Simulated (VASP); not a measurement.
A run of VASP 6.6.1 is set up as follows.

INCAR

```
SYSTEM = C
PREC = Accurate
ENCUT = 600
EDIFF = 1E-6
ISMEAR = -1
SIGMA = 0.1
LREAL = .FALSE.
LASPH = .TRUE.
NELM = 120
ALGO = Normal
ISIF = 2
LWAVE = .FALSE.
LCHARG = .FALSE.
GGA = PS
NBANDS = 11
GGA_COMPAT = .FALSE.
```

Contents of KPOINTS:

```
Automatic mesh
0
G
  4 4 4
  0 0 0
```

File POSCAR:

```
C
1.0
    1.2280300000      0.7090034511      3.3470100000
   -1.2280300000      0.7090034511      3.3470100000
    0.0000000000     -1.4180069021      3.3470100000
C
2
Direct
    0.8360000000      0.8360000000      0.8360000000
    0.1640000000      0.1640000000      0.1640000000
```

Potentials or basis: VASP PAW PBE potentials, release 64 (C).

Launch:

```sh
$ cat potpaw_PBE.64/C/POTCAR > POTCAR
$ mpirun -np 1 vasp_std > vasp.out
```

What does it give for the largest force?

0.914 eV/Å.

What does it give for the pressure?

0.9 GPa.

Stress tensor (GPa, compression positive):
```
0.91 0.00 0.00
0.00 0.91 0.00
0.00 0.00 1.02
```

Caveat: the k points lie up to 0.75 Å⁻¹ apart; this functional lacks dispersion, which binds the layers, so the pressure and a relaxed spacing across them are unreliable; the PAW data sets were made with another functional, which shifts forces and pressure a little.
